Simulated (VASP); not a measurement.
Crystal: AlAs3.

```
Al As
1.0
    -2.25371    2.25371    4.32063
     2.25371   -2.25371    4.32063
     2.25371    2.25371   -4.32063
Al As
1 3
Direct
  0.00000 0.00000 0.00000
  0.75000 0.25000 0.50000
  0.25000 0.75000 0.50000
  0.50000 0.50000 0.00000
```

The cell was built from a structure type or drawn by symmetry, and may not be a known phase.

* Program: VASP 6.6.1
* Task: relaxation of cell and atoms
* Functional: PBE
* Potentials or basis: VASP PAW PBE potentials, release 64 (Al, As)
* Cutoff: 600 eV
* k mesh: 6 × 6 × 6
* Occupations: gaussian, width 0.1 eV
* Spin: no spin polarisation

At the start: pressure -7.9 GPa; volume 21.95 Å³/atom.

Task: How do energy, volume and symmetry change on relaxing?

Result: Over 3 steps the energy falls by 84.3 meV/atom and the volume is 18.93 Å³/atom (-13.7 %); space group I4/mmm (No. 139, to 0.1 Å) before and after.

Step by step:
```tsv
step	energy change (eV)	largest force (eV/Å)	pressure (GPa)	volume (Å³)
1	0.0000	0.0000	-7.93	87.78
2	-0.3337	0.0000	1.07	74.69
3	-0.3372	0.0000	0.03	75.74
```

Final structure:
```
Al As
1.0
    -2.14626    2.14626    4.11036
     2.14626   -2.14626    4.11036
     2.14626    2.14626   -4.11036
Al As
1 3
Direct
  0.00000 0.00000 0.00000
  0.75000 0.25000 0.50000
  0.25000 0.75000 0.50000
  0.50000 0.50000 0.00000
```
